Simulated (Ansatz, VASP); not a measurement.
Two plane-wave programs on AlN

INCAR

```
  PREC = Accurate
  ENCUT = 520
  EDIFF = 1E-6
  ISMEAR = 0
  SIGMA = 0.05
  LREAL = False
  LASPH = True
  NELM = 80
  ALGO = Normal
  ISIF = 2
  LWAVE = False
  LCHARG = False
  GGA = PS
  NBANDS = 16
```

KPOINTS

```
regular mesh
0
Gamma
  9 9 6
```

POSCAR

```
AlN
1.0
    3.2897202079      0.0000000000      0.0000000000
   -1.6448601040      2.8489812714      0.0000000000
    0.0000000000      0.0000000000      4.4697428464
Al N
2 2
Direct
    0.3333333333      0.6666666667      0.7500000000
    0.6666666667      0.3333333333      0.2500000000
    0.3333333333      0.6666666667      0.2500000000
    0.6666666667      0.3333333333      0.7500000000
```

Input for Ansatz:

```yaml
crystal:
  lattice:
    - [3.2897202079, 0.0, 0.0]
    - [-1.644860104, 2.8489812714, 0.0]
    - [0.0, 0.0, 4.4697428464]
  atoms:
    - { symbol: Al, position: [0.3333333333, 0.6666666667, 0.75] }
    - { symbol: Al, position: [0.6666666667, 0.3333333333, 0.25] }
    - { symbol: "N", position: [0.3333333333, 0.6666666667, 0.25] }
    - { symbol: "N", position: [0.6666666667, 0.3333333333, 0.75] }
basis:
  ecutwfc: 520.0
kpoints:
  mp_grid: { grid: [9, 9, 6] }
hamiltonian:
  xc: pbesol
  pseudopotentials: { kind: paw, azcp: { folder: soft_1 } }
scf:
  occupations: { method: gaussian, width: 0.05 }
output:
  forces: true
  stress: true
  eigenvalues: true
```

Alike in both runs: task single point; functional PBEsol; k mesh 9 × 9 × 6; occupations gaussian, width 0.05 eV; no spin polarisation.

|  | VASP | Ansatz |
| --- | --- | --- |
| version | VASP 6.6.1 | Ansatz 0.2.0 |
| potentials or method | VASP PAW PBE potentials, release 64 (Al, N), cutoff 520 eV | scalar-relativistic, plane waves, PAW |
| valence electrons in the cell | 16 | 16 |

VASP gave:

| Item | Value |
| --- | --- |
| gap on the k mesh at the Fermi level (eV) | 2.62 |
| least direct gap on the mesh (eV) | 2.62 |
| pressure (GPa) | -9.7 |
| traceless stress, the component that is largest in VASP (GPa) | -4.92 |

Q: Estimate Ansatz's values.

A: gap on the k mesh at the Fermi level (eV): 2.61; least direct gap on the mesh (eV): 2.61; pressure (GPa): -9.6; traceless stress, the component that is largest in VASP (GPa): -4.85.

VASP's potentials were made for PBE, not for PBEsol, and Ansatz warns of the same on its side. The functional is the same, so the differences come from potentials, cutoffs and numerics.
